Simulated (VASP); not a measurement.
Wanted: the native input for a VASP 6.6.1 run.

- Task: single point
- Functional: r2SCAN
- Potentials or basis: VASP PAW PBE potentials, release 64 (Re)
- Cutoff: 520 eV
- k mesh: 10 × 10 × 6
- Occupations: methfessel-paxton, width 0.05 eV
- Spin: no spin polarisation
- Dipole correction: no
- Further INCAR settings: ALGO = Normal; EDIFF = 1e-06; NBANDS = 14

Crystal: Re.

```
Re
1.0
     2.76881    0.00000    0.00000
    -1.38441    2.39786    0.00000
     0.00000    0.00000    4.46814
Re
2
Direct
  0.33333 0.66667 0.25000
  0.66667 0.33333 0.75000
```

The input as run:

POSCAR

```
Re
1.0
    2.7688107747      0.0000000000      0.0000000000
   -1.3844053874      2.3978604692      0.0000000000
    0.0000000000      0.0000000000      4.4681389231
Re
2
Direct
    0.3333333333      0.6666666667      0.2500000000
    0.6666666667      0.3333333333      0.7500000000
```

INCAR.step1

```
SYSTEM = Re
ALGO = Normal ; EDIFF = 1E-4
ENCUT = 520 ; GGA = PE
ISMEAR = 1 ; LASPH = .True.
LCHARG = .False. ; LREAL = .False.
LWAVE = .True. ; NBANDS = 14
NELM = 100 ; PREC = Accurate
SIGMA = 0.05
```

INCAR.step2

```
SYSTEM = Re
ALGO = Normal ; EDIFF = 1E-6
ENCUT = 520 ; ISIF = 2
ISMEAR = 1 ; ISTART = 1
LASPH = .True. ; LCHARG = .True.
LELF = .True. ; LMIXTAU = .True.
LREAL = .False. ; LVHAR = .True.
LWAVE = .False. ; METAGGA = R2SCAN
NBANDS = 14 ; NELM = 100
PREC = Accurate ; SIGMA = 0.05
```

KPOINTS

```
k-points
0
Gamma
  10 10 6
  0 0 0
```

Potentials or basis: VASP PAW PBE potentials, release 64 (Re).

The run is started by

```sh
$ cat potpaw_PBE.64/Re/POTCAR > POTCAR
$ cp INCAR.step1 INCAR
$ mpirun -np 1 vasp_std > vasp.out
$ cp INCAR.step2 INCAR
$ mpirun -np 1 vasp_std > vasp.out
```

Results of the run:

```
Pressure               : -3.7 GPa
Band gap on the k mesh : zero (band 7 reaches 9.16 eV, above the bottom of band 8 at 5.85 eV)
```

Caveat: the PAW data sets were made with another functional, which shifts forces and pressure a little; spin-orbit coupling is left out, which moves the levels of the heavy elements.

It took 40 s on 1 thread of Intel(R) Xeon(R) 6975P-C (Granite Rapids) (shared host), peak memory 0.17 GiB.
